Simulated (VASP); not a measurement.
# Au (P6_3/mmc) in VASP: further runs

Runs on Au. Level: r2SCAN. Tasks: single point.

All numbers are computed with VASP 6.6.1; they aren't measurements. Logs are shortened: lines on timing, memory, paths and dates and some standing lists are left out, and cuts for length are marked.

## 1. The cell of the first run

The structure is hexagonal, space group P6_3/mmc (No. 194). Conventional cell: a = 2.881 Å, b = 2.881 Å, c = 4.847 Å, α = 90.00°, β = 90.00°, γ = 120.00°. Within 3.8 Å of Au (site symmetry -6m2) lie 12 Au at 2.88 to 2.94 Å.

## 2. Single point, r2SCAN

POSCAR

```
Au
1.0
    2.8805363263      0.0000000000      0.0000000000
   -1.4402681631      2.4946176351      0.0000000000
    0.0000000000      0.0000000000      4.8472473353
Au
2
Direct
    0.6666666667      0.3333333333      0.2500000000
    0.3333333333      0.6666666667      0.7500000000
```

INCAR.step1

```
PREC     = Accurate       # precision mode
ENCUT    = 520            # plane-wave cutoff, eV
ISMEAR   = -1             # smearing method
SIGMA    = 0.05           # smearing width, eV
LREAL    = False          # projectors in reciprocal space
LASPH    = True           # aspherical terms in the spheres
NELM     = 60             # most SCF steps
NBANDS   = 18             # bands
GGA      = PE             # functional
ALGO     = Normal         # electronic algorithm
EDIFF    = 1E-4           # SCF threshold, eV
LWAVE    = True           # write WAVECAR
LCHARG   = False          # write CHGCAR
```

INCAR.step2

```
PREC     = Accurate       # precision mode
ENCUT    = 520            # plane-wave cutoff, eV
EDIFF    = 1E-7           # SCF threshold, eV
ISMEAR   = -1             # smearing method
SIGMA    = 0.05           # smearing width, eV
LREAL    = False          # projectors in reciprocal space
LASPH    = True           # aspherical terms in the spheres
NELM     = 60             # most SCF steps
ALGO     = Normal         # electronic algorithm
ISIF     = 2              # what is computed and relaxed
LWAVE    = False          # write WAVECAR
LCHARG   = False          # write CHGCAR
METAGGA  = R2SCAN         # meta-GGA
LMIXTAU  = True         
NBANDS   = 18             # bands
ISTART   = 1
```

KPOINTS

```
regular mesh
0
Gamma
  11 11 6
```

Potentials or basis: VASP PAW PBE potentials, release 64 (Au).

Launch:

```console
$ cat potpaw_PBE.64/Au/POTCAR > POTCAR
$ cp INCAR.step1 INCAR
$ mpirun -np 1 vasp_std > vasp.out
$ cp INCAR.step2 INCAR
$ mpirun -np 1 vasp_std > vasp.out
```

OUTCAR:

```text
PREC = Accurate
   ENCUT = 520
   EDIFF = 1E-7
   ISMEAR = -1
   LREAL = False
   LASPH = True
   NELM = 60
   ISIF = 2
   METAGGA = R2SCAN
   ISTART = 1

 ion  position               nearest neighbor table
   1  0.667  0.333  0.250-   2 2.94   2 2.94   2 2.94   2 2.94   2 2.94   2 2.94
   2  0.333  0.667  0.750-   1 2.94   1 2.94   1 2.94   1 2.94   1 2.94   1 2.94

  LATTYP: Found a hexagonal cell.
 ALAT       =     2.8805363263
 C/A-ratio  =     1.6827586207

  Lattice vectors:

 A1 = (   2.8805363263,   0.0000000000,   0.0000000000)
 A2 = (  -1.4402681631,   2.4946176351,   0.0000000000)
 A3 = (   0.0000000000,   0.0000000000,   4.8472473353)

Analysis of symmetry for initial positions (statically):
=====================================================================
 Subroutine PRICEL returns:
 Original cell was already a primitive cell.

 Routine SETGRP: Setting up the symmetry group for a
 hexagonal supercell.

 Subroutine GETGRP returns: Found 24 space group operations
 (whereof 12 operations were pure point group operations)
 out of a pool of 24 trial point group operations.

The static configuration has the point symmetry D_3d.
 The point group associated with its full space group is D_6h.

Analysis of symmetry for dynamics (positions and initial velocities):
=====================================================================
 Subroutine PRICEL returns:
 Original cell was already a primitive cell.

 Routine SETGRP: Setting up the symmetry group for a
 hexagonal supercell.

 Subroutine GETGRP returns: Found 24 space group operations
 (whereof 12 operations were pure point group operations)
 out of a pool of 24 trial point group operations.

The dynamic configuration has the point symmetry D_3d.
 The point group associated with its full space group is D_6h.

 Subroutine INISYM returns: Found 24 space group operations
 (whereof 12 operations are pure point group operations),
 and found     1 'primitive' translations

----------------------------------------------------------------------------------------

                                     Primitive cell

  volume of cell :      34.8315

  direct lattice vectors                    reciprocal lattice vectors
     2.880536326  0.000000000  0.000000000     0.347157573  0.200431518  0.000000000
    -1.440268163  2.494617635  0.000000000     0.000000000  0.400863036  0.000000000
     0.000000000  0.000000000  4.847247335     0.000000000  0.000000000  0.206302656

  length of vectors
     2.880536326  2.880536326  4.847247335     0.400863036  0.400863036  0.206302656

  position of ions in fractional coordinates (direct lattice)
     0.666666667  0.333333333  0.250000000
     0.333333333  0.666666667  0.750000000

  ion indices of the primitive-cell ions
   primitive index   ion index
                 1           1
                 2           2

----------------------------------------------------------------------------------------

 KPOINTS: regular mesh

Automatic generation of k-mesh.
 Grid dimensions read from file:
 generate k-points for:   11   11    6

 Generating k-lattice:

  Cartesian coordinates                     Fractional coordinates (reciprocal lattice)
     0.031559779  0.018221047  0.000000000     0.090909091 -0.000000000  0.000000000
     0.000000000  0.036442094  0.000000000     0.000000000  0.090909091  0.000000000
     0.000000000  0.000000000  0.034383776     0.000000000  0.000000000  0.166666667

  Length of vectors
     0.036442094  0.036442094  0.034383776

  Shift w.r.t. Gamma in fractional coordinates (k-lattice)
     0.000000000  0.000000000  0.000000000

 Subroutine IBZKPT returns following result:
 ===========================================

 Found     64 irreducible k-points:

 Following reciprocal coordinates:
            Coordinates               Weight
  0.000000  0.000000  0.000000      1.000000
  0.090909  0.000000  0.000000      6.000000
  0.181818  0.000000  0.000000      6.000000
  0.272727  0.000000  0.000000      6.000000
  0.363636  0.000000  0.000000      6.000000
  0.454545  0.000000  0.000000      6.000000
[... 16 lines left out ...]
  0.090909  0.090909  0.166667     12.000000
  0.181818  0.090909  0.166667     24.000000
 [... further k-points ...]
   k-points           NKPTS =     64   k-points in BZ     NKDIM =     64   number of bands    NBANDS=     18
   number of dos      NEDOS =    301   number of ions     NIONS =      2
   total plane-waves  NPLWV =  20736
   dimension x,y,z NGX =    24 NGY =   24 NGZ =   36
   dimension x,y,z NGXF=    48 NGYF=   48 NGZF=   72
   ions per type =               2
   NGX,Y,Z   is equivalent  to a cutoff of  13.85, 13.85, 12.35 a.u.
   NGXF,Y,Z  is equivalent  to a cutoff of  27.70, 27.70, 24.69 a.u.
 SYSTEM =  unknown system
   PREC   = accura    normal or accurate (medium, high low for compatibility)
   ISTART =      1    job   : 0-new  1-cont  2-samecut
   ICHARG =      0    charge: 1-file 2-atom 10-const
   ISPIN  =      1    spin polarized calculation?
   LNONCOLLINEAR =      F non collinear calculations
   LSORBIT =      F    spin-orbit coupling
   LASPH  =      T    aspherical Exc in radial PAW
   ENCUT  =  520.0 eV  38.22 Ry    6.18 a.u.   5.36  5.36  9.01*2*pi/ulx,y,z
   NELM   =     60;   NELMIN=  2; NELMDL=  0     # of ELM steps
   EDIFF  = 0.1E-06   stopping-criterion for ELM
   LREAL  =      F    real-space projection
   EDIFFG = 0.1E-05   stopping-criterion for IOM
   NSW    =      0    number of steps for IOM
   IBRION =     -1    ionic relax: 0-MD 1-quasi-New 2-CG
   NFREE  =      0    steps in history (QN), initial steepest desc. (CG)
   ISIF   =      2    stress and relaxation
   ISYM   =      2    0-nonsym 1-usesym 2-fastsym
   POTIM  = 0.5000    time-step for ionic-motion
   TEBEG  =    0.0;   TEEND  =   0.0 temperature during run
   PSTRESS=    0.0 pullay stress
   NELECT =      22.0000    total number of electrons
   NUPDOWN=      -1.0000    fix difference up-down
   EMIN   =  10.00;   EMAX   =-10.00  energy-range for DOS
   EFERMI =   0.00;   METHOD = LEGACY
   ISMEAR =    -1;   SIGMA  =   0.05  broadening in eV -4-tet -1-fermi 0-gaus
   EFERMI_NEDOS =   21; number of points for ismear=-14 and -15
   IALGO  =     38    algorithm
   IMIX   =      4    mixing-type and parameters
     AMIX     =   0.40;   BMIX     =  1.00
     AMIX_MAG =   1.60;   BMIX_MAG =  1.00
  volume/ion in A,a.u.               =      17.42       117.53
  Fermi-wavevector in a.u.,A,eV,Ry     =   1.404618  2.654343 26.843636  1.972952
  Thomas-Fermi vector in A             =   2.527162
   LORBIT       =      0    0 simple, 1 ext, 2 COOP (PROOUT), +10 PAW based schemes
   METAGGA = R2SCAN    functional components
   LHFCALC =     F    Hartree Fock is set to
   AEXX    =    0.0000 exact exchange contribution
   IVDW    =     0    specifies the selected vdW correction
   LEPSILON=     F    determine dielectric tensor
   LRPA    =     F    only Hartree local field effects (RPA)
 non-spin polarized calculation
  energy-cutoff  :      520.00
  volume of cell :       34.83
 maximum number of plane-waves:       966
 NGX is ok and might be reduce to    24
   NGX = 11   NGY = 11   NGZ = 19

 number of electron      22.0000003 magnetization

 Free energy of the ion-electron system (eV)
  ---------------------------------------------------
  ext. energy  EPLUGINS =         0.00000000
  ---------------------------------------------------
  free energy    TOTEN  =      -101.18135480 eV

  energy without entropy =     -101.17307431  energy(sigma->0) =     -101.17721455

 E-fermi :   8.9512     XC(G=0): -13.4720

 val. band max:        8.9199496137   @ k =   0.1818   0.1818   0.3333
 cond. band min:       8.9697440937   @ k =   0.2727   0.0909   0.3333
 fundamental gap:      0.0497944801
 Fermi energy:         8.9511890282

 k-point     1 :       0.0000    0.0000    0.0000
  band No.  band energies     occupation
      1      -0.8867      2.00000
      2       1.4784      2.00000
      3       3.9469      2.00000
      4       4.2424      2.00000
      5       4.2424      2.00000
      6       4.5451      2.00000
[... 10 lines left out ...]
     17      28.0951      0.00000
     18      28.0951      0.00000

 k-point     2 :       0.0909    0.0000    0.0000
  band No.  band energies     occupation
      1      -0.6201      2.00000
      2       1.6945      2.00000
      3       3.8615      2.00000
      4       4.3097      2.00000
      5       4.4179      2.00000
      6       4.4651      2.00000
[... 10 lines left out ...]
     17      26.8013      0.00000
     18      27.6259      0.00000

 k-point     3 :       0.1818    0.0000    0.0000
  band No.  band energies     occupation
      1       0.1256      2.00000
      2       2.2000      2.00000
      3       3.6788      2.00000
      4       4.1874      2.00000
      5       4.3052      2.00000
      6       4.7235      2.00000
[... 10 lines left out ...]
     17      26.3655      0.00000
     18      26.9697      0.00000

 k-point     4 :       0.2727    0.0000    0.0000
  band No.  band energies     occupation
      1       1.1193      2.00000
      2       2.4133      2.00000
      3       3.4813      2.00000
      4       3.8969      2.00000
      5       4.0915      2.00000
      6       4.6203      2.00000
[... 375 lines left out ...]
      4       3.6681      2.00000
      5       4.4086      2.00000
      6       4.8149      2.00000
[... 10 lines left out ...]
     17      21.8941      0.00000
     18      25.0548      0.00000

 k-point    23 :       0.0909    0.0909    0.1667
  band No.  band energies     occupation
      1       0.1069      2.00000
      2       2.1005      2.00000
      3       3.7171      2.00000
      4       4.0788      2.00000
      5       4.1836      2.00000
      6       4.6204      2.00000
[... 10 lines left out ...]
     17      26.3168      0.00000
     18      27.3894      0.00000

 k-point    24 :       0.1818    0.0909    0.1667
  band No.  band energies     occupation
      1       0.9728      2.00000
      2       2.6193      2.00000
      3       3.5245      2.00000
      4       3.6430      2.00000
      5       4.0395      2.00000
      6       4.4977      2.00000
[... 10 lines left out ...]
     17      25.7862      0.00000
     18      27.1203      0.00000

 [... further k-points ...]

------------------------ aborting loop because EDIFF is reached ----------------------------------------

  FORCE on cell =-STRESS in cart. coord.  units (eV):
  Direction    XX          YY          ZZ          XY          YZ          ZX
  --------------------------------------------------------------------------------------
  -------------------------------------------------------------------------------------
  Total        0.4194641      0.4194641      0.2740827      0.0000000      0.0000000      0.0000000
  in kB       19.2944679     19.2944679     12.6072304      0.0000000      0.0000000      0.0000000
  external PRESSURE =      17.0653887 kB  Pullay stress =       0.0000000 kB

 VOLUME and BASIS-vectors are now :
 -----------------------------------------------------------------------------
  energy-cutoff  :      520.00
  volume of cell :       34.83
      direct lattice vectors                 reciprocal lattice vectors
     2.880536326  0.000000000  0.000000000     0.347157573  0.200431518  0.000000000
    -1.440268163  2.494617635  0.000000000     0.000000000  0.400863036  0.000000000
     0.000000000  0.000000000  4.847247335     0.000000000  0.000000000  0.206302656

 POSITION                                       TOTAL-FORCE (eV/Angst)
 -----------------------------------------------------------------------------------
      1.44027      0.83154      1.21181         0.000000      0.000000      0.000000
     -0.00000      1.66308      3.63544        -0.000000     -0.000000      0.000000
 -----------------------------------------------------------------------------------
    total drift:                               -0.000000      0.000000     -0.000000

  FREE ENERGIE OF THE ION-ELECTRON SYSTEM (eV)
  ---------------------------------------------------
  free  energy   TOTEN  =      -101.1813547978 eV

  energy  without entropy=     -101.1730743059  energy(sigma->0) =     -101.17721455
```

It took 4 min on 1 thread of Intel Xeon 8259CL, shared host; peak memory 0.18 GiB.

What came out:

- Free energy: -101.1814 eV
- Pressure: 1.7 GPa
- Band gap on the k mesh: zero (band 11 reaches 12.86 eV, above the bottom of band 12 at 6.12 eV)

Stress tensor (GPa, compression positive):
```
1.93 0.00 0.00
0.00 1.93 0.00
0.00 0.00 1.26
```

Caveat: the PAW data sets were made with another functional, which shifts forces and pressure a little; spin-orbit coupling is left out, which moves the levels of the heavy elements.

## 3. Single point, r2SCAN

This run uses another cell than the first one, of 17.77 Å³/atom, 1.020 times its volume.

POSCAR

```
Au
1.0
    2.9000000000      0.0000000000      0.0000000000
   -1.4500000000      2.5114736710      0.0000000000
    0.0000000000      0.0000000000      4.8800000000
Au
2
Direct
    0.6666666667      0.3333333333      0.2500000000
    0.3333333333      0.6666666667      0.7500000000
```

INCAR.step1

```
SYSTEM = Au
ALGO = Normal
EDIFF = 1E-4
ENCUT = 520
GGA = PE
ISMEAR = -1
LASPH = .True.
LCHARG = .False.
LREAL = .False.
LWAVE = .True.
NBANDS = 18
NELM = 100
PREC = Accurate
SIGMA = 0.05
```

INCAR.step2

```
SYSTEM = Au
ALGO = Normal
EDIFF = 1E-6
ENCUT = 520
ISIF = 2
ISMEAR = -1
ISTART = 1
LASPH = .True.
LCHARG = .False.
LMIXTAU = .True.
LREAL = .False.
LWAVE = .False.
METAGGA = R2SCAN
NBANDS = 18
NELM = 100
PREC = Accurate
SIGMA = 0.05
```

KPOINTS

```
k-points
0
Gamma
  11 11 6
  0 0 0
```

Potentials or basis: VASP PAW PBE potentials, release 64 (Au).

Launch:

```console
$ cat potpaw_PBE.64/Au/POTCAR > POTCAR
$ cp INCAR.step1 INCAR
$ mpirun -np 1 vasp_std > vasp.out
$ cp INCAR.step2 INCAR
$ mpirun -np 1 vasp_std > vasp.out
```

OUTCAR:

```text
SYSTEM = Au
   EDIFF = 1E-6
   ENCUT = 520
   ISIF = 2
   ISMEAR = -1
   ISTART = 1
   LASPH = .True.
   LREAL = .False.
   METAGGA = R2SCAN
   NELM = 100
   PREC = Accurate

 ion  position               nearest neighbor table
   1  0.667  0.333  0.250-   2 2.96   2 2.96   2 2.96   2 2.96   2 2.96   2 2.96
   2  0.333  0.667  0.750-   1 2.96   1 2.96   1 2.96   1 2.96   1 2.96   1 2.96

  LATTYP: Found a hexagonal cell.
 ALAT       =     2.9000000000
 C/A-ratio  =     1.6827586207

  Lattice vectors:

[... 693 lines left out ...]
------------------------ aborting loop because EDIFF is reached ----------------------------------------

  FORCE on cell =-STRESS in cart. coord.  units (eV):
  Direction    XX          YY          ZZ          XY          YZ          ZX
  --------------------------------------------------------------------------------------
  -------------------------------------------------------------------------------------
  Total       -0.2897360     -0.2897360     -0.3598843      0.0000000      0.0000000      0.0000000
  in kB      -13.0607024    -13.0607024    -16.2228443      0.0000000      0.0000000      0.0000000
  external PRESSURE =     -14.1147497 kB  Pullay stress =       0.0000000 kB

 VOLUME and BASIS-vectors are now :
 -----------------------------------------------------------------------------
  energy-cutoff  :      520.00
  volume of cell :       35.54
      direct lattice vectors                 reciprocal lattice vectors
     2.900000000  0.000000000  0.000000000     0.344827586  0.199086300  0.000000000
    -1.450000000  2.511473671  0.000000000     0.000000000  0.398172599  0.000000000
     0.000000000  0.000000000  4.880000000     0.000000000  0.000000000  0.204918033

 POSITION                                       TOTAL-FORCE (eV/Angst)
 -----------------------------------------------------------------------------------
      1.45000      0.83716      1.22000        -0.000000      0.000000      0.000000
     -0.00000      1.67432      3.66000         0.000000     -0.000000      0.000000
 -----------------------------------------------------------------------------------
    total drift:                                0.000000     -0.000000      0.000000

  FREE ENERGIE OF THE ION-ELECTRON SYSTEM (eV)
  ---------------------------------------------------
  free  energy   TOTEN  =      -101.1821973355 eV

  energy  without entropy=     -101.1737567502  energy(sigma->0) =     -101.17797704
```

OSZICAR.step1:

```text
N       E                     dE             d eps       ncg     rms          rms(c)
DAV:   1     0.124095101771E+03    0.12410E+03   -0.11720E+04  2304   0.118E+03
DAV:   2    -0.481949411409E+01   -0.12891E+03   -0.12296E+03  2440   0.261E+02
DAV:   3    -0.695159732970E+01   -0.21321E+01   -0.21203E+01  2754   0.338E+01
DAV:   4    -0.696082673411E+01   -0.92294E-02   -0.92283E-02  2572   0.234E+00
DAV:   5    -0.696091125542E+01   -0.84521E-04   -0.84521E-04  2632   0.241E-01    0.116E+01
DAV:   6    -0.646789749000E+01    0.49301E+00   -0.94827E-01  2370   0.890E+00    0.758E+00
DAV:   7    -0.643649315219E+01    0.31404E-01   -0.92061E-02  2490   0.275E+00    0.331E+00
DAV:   8    -0.643278719656E+01    0.37060E-02   -0.66631E-03  2392   0.649E-01    0.319E-01
DAV:   9    -0.643276892619E+01    0.18270E-04   -0.23608E-05  1526   0.420E-02
   1 F= -.64327689E+01 E0= -.64285102E+01  d E =-.851746E-02
```

It took 3.2 min on 1 thread of Intel Xeon 8259CL, shared host; peak memory 0.18 GiB.

Results:

```yaml
Free_energy: -101.1822 eV
Pressure: -1.4 GPa
Band_gap_on_the_k_mesh: zero (band 11 reaches 12.46 eV, above the bottom of band 12 at 5.84 eV)
```

Stress tensor (GPa, compression positive):
```
-1.31  0.00  0.00
 0.00 -1.31  0.00
 0.00  0.00 -1.62
```

Levels at points of the mesh, in eV from the Fermi level:
```tsv
k point	band 7	band 8	band 9	band 10	band 11	band 12	band 13	band 14	band 15	band 16
(0.00, 0.00, 0.00)	-4.31	-3.64	-3.64	-2.35	-2.35	-0.78	2.53	15.48	16.48	17.60
(0.00, 0.00, 0.50)	-4.64	-4.64	-2.79	-2.79	-2.79	-2.79	10.82	10.82	15.73	15.73
```

Caveat: the PAW data sets were made with another functional, which shifts forces and pressure a little; spin-orbit coupling is left out, which moves the levels of the heavy elements.
